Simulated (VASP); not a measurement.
# MoS2 (R-3m) in VASP: a series of runs, part 2 of 2

VASP 6.6.1. Earlier steps stand in the parts before.

## Step 4: Single point, BLYP

File INCAR:

```
SYSTEM = MoS2
  PREC = Accurate
  ENCUT = 520
  EDIFF = 1E-7
  ISMEAR = -1
  SIGMA = 0.1
  LREAL = .False.
  LASPH = .True.
  NELM = 60
  ALGO = Normal
  ISIF = 2
  LWAVE = .False.
  LCHARG = .True.
  GGA = B5
  ALDAX = 1.0
  AGGAX = 1.0
  AGGAC = 1.0
  ALDAC = 0.0
  LELF = .True.
  LVHAR = .True.
  NBANDS = 20
```

File KPOINTS:

```
Automatic mesh
0
Gamma
  12 12 12
  0 0 0
```

File POSCAR:

```
MoS2
1.0
    6.3831760000      0.0000000000      0.0000000000
    5.5955395603      3.0716238175      0.0000000000
    5.5955395603      1.4348276740      2.7159054516
Mo S
1 2
Direct
    0.0000000000      0.0000000000      0.0000000000
    0.7500000000      0.7500000000      0.7500000000
    0.2500000000      0.2500000000      0.2500000000
```

Potentials or basis: VASP PAW PBE potentials, release 64 (Mo_sv, S).

Started as:

```
$ cat potpaw_PBE.64/Mo_sv/POTCAR potpaw_PBE.64/S/POTCAR > POTCAR
$ mpirun -np 1 vasp_std > vasp.out
```

OUTCAR:

```text
SYSTEM = MoS2
   PREC = Accurate
   ENCUT = 520
   EDIFF = 1E-7
   ISMEAR = -1
   LREAL = .False.
   LASPH = .True.
   NELM = 60
   ISIF = 2
   GGA = B5

 ion  position               nearest neighbor table
   1  0.000  0.000  0.000-   2 2.39   3 2.39   3 2.39   2 2.39   3 2.39   2 2.39
   2  0.750  0.750  0.750-   1 2.39   1 2.39   1 2.39
   3  0.250  0.250  0.250-   1 2.39   1 2.39   1 2.39

  LATTYP: Found a trigonal (rhomboedric) cell.
 ALAT       =     6.3831760000
 COS(alpha) =     0.8766074381

  Lattice vectors:

 A1 = (   6.3831760000,   0.0000000000,   0.0000000000)
 A2 = (   5.5955395603,   3.0716238175,   0.0000000000)
 A3 = (   5.5955395603,   1.4348276740,   2.7159054516)

Analysis of symmetry for initial positions (statically):
=====================================================================
 Subroutine PRICEL returns:
 Original cell was already a primitive cell.

 Routine SETGRP: Setting up the symmetry group for a
 trigonal (rhombohedral) supercell.

 Subroutine GETGRP returns: Found 12 space group operations
 (whereof 12 operations were pure point group operations)
 out of a pool of 12 trial point group operations.
[... 158 lines left out ...]
  ext. energy  EPLUGINS =         0.00000000
  ---------------------------------------------------
  free energy    TOTEN  =       -18.32073489 eV

  energy without entropy =      -18.27568032  energy(sigma->0) =      -18.29820760

 E-fermi :   8.1598     XC(G=0): -10.2391

 val. band max:        8.1504857117   @ k =  -0.3333   0.4167   0.1667
 cond. band min:       8.1606522550   @ k =  -0.3333   0.3333   0.0833
 fundamental gap:      0.0101665433
 Fermi energy:         8.1598265414

 k-point     1 :       0.0000    0.0000    0.0000
  band No.  band energies     occupation
      1     -53.4379      2.00000
      2     -27.6292      2.00000
      3     -27.5539      2.00000
      4     -27.5539      2.00000
      5      -6.9285      2.00000
      6      -5.3347      2.00000
[... 541 lines left out ...]
     19      16.0935      0.00000
     20      16.9054      0.00000

 [... further k-points ...]
[... 5 lines left out ...]
  --------------------------------------------------------------------------------------
  -------------------------------------------------------------------------------------
  Total        5.3780465      5.1259493      5.1146509      0.0691933      0.0106931      0.0417008
  in kB      161.8138326    154.2287707    153.8888263      2.0818776      0.3217310      1.2546862
  external PRESSURE =     156.6438099 kB  Pullay stress =       0.0000000 kB

 VOLUME and BASIS-vectors are now :
 -----------------------------------------------------------------------------
  energy-cutoff  :      520.00
  volume of cell :       53.25
      direct lattice vectors                 reciprocal lattice vectors
     6.383176000  0.000000000  0.000000000     0.156661825 -0.285388931 -0.171995495
     5.595539560  3.071623817  0.000000000     0.000000000  0.325560700 -0.171995495
     5.595539560  1.434827674  2.715905452     0.000000000  0.000000000  0.368201330

 POSITION                                       TOTAL-FORCE (eV/Angst)
 -----------------------------------------------------------------------------------
      0.00000      0.00000      0.00000        -0.000000     -0.000000      0.000000
     13.18069      3.37984      2.03693         1.309975      0.335908      0.202442
      4.39356      1.12661      0.67898        -1.309975     -0.335908     -0.202442
 -----------------------------------------------------------------------------------
    total drift:                                0.000000      0.000000     -0.000000

  FREE ENERGIE OF THE ION-ELECTRON SYSTEM (eV)
  ---------------------------------------------------
  free  energy   TOTEN  =       -18.3207348915 eV

  energy  without entropy=      -18.2756803151  energy(sigma->0) =      -18.29820760
```

It took 7.7 min on 1 thread of Intel Xeon Platinum 8259CL at 2.50GHz (Skylake/Cascade Lake), shared host; peak memory 0.43 GiB.

What came out:

- Free energy: -18.3207 eV
- Pressure: 15.7 GPa
- Largest force: 1.367 eV/Å
- Band gap on the k mesh: zero (bands 13 and 14 overlap by 0.81 eV)

Forces in eV/Å, atoms in the order of the input:
```
Mo   0.000  0.000  0.000
S    1.310  0.336  0.202
S   -1.310 -0.336 -0.202
```

Caveat: the cell stands under pressure; the PAW data sets were made with another functional, which shifts forces and pressure a little.

## Step 5: The runs side by side

| level | potentials or basis | gap on the mesh (eV) | pressure (GPa) | largest force (eV/Å) |
| --- | --- | --- | --- | --- |
| PBEsol | VASP PAW PBE potentials, release 64 (Mo_sv, S) | none | 3.0 | 0.77 |
| LDA | VASP PAW LDA potentials, release 64 (Mo_sv, S) | none | 0.3 | 0.60 |
| BLYP | VASP PAW PBE potentials, release 64 (Mo_sv, S) | none | 15.7 | 1.37 |

Alike in all rows: task single point; no spin polarisation; cell as given; k mesh 12 × 12 × 12; cutoff (eV) 520; smearing fermi-dirac 0.1 eV.

Caveats: the PAW data sets were made with another functional, which shifts forces and pressure a little (at least some runs); the cell stands under pressure (at least some runs).

Absolute energies hang on the potentials; compare differences alone.
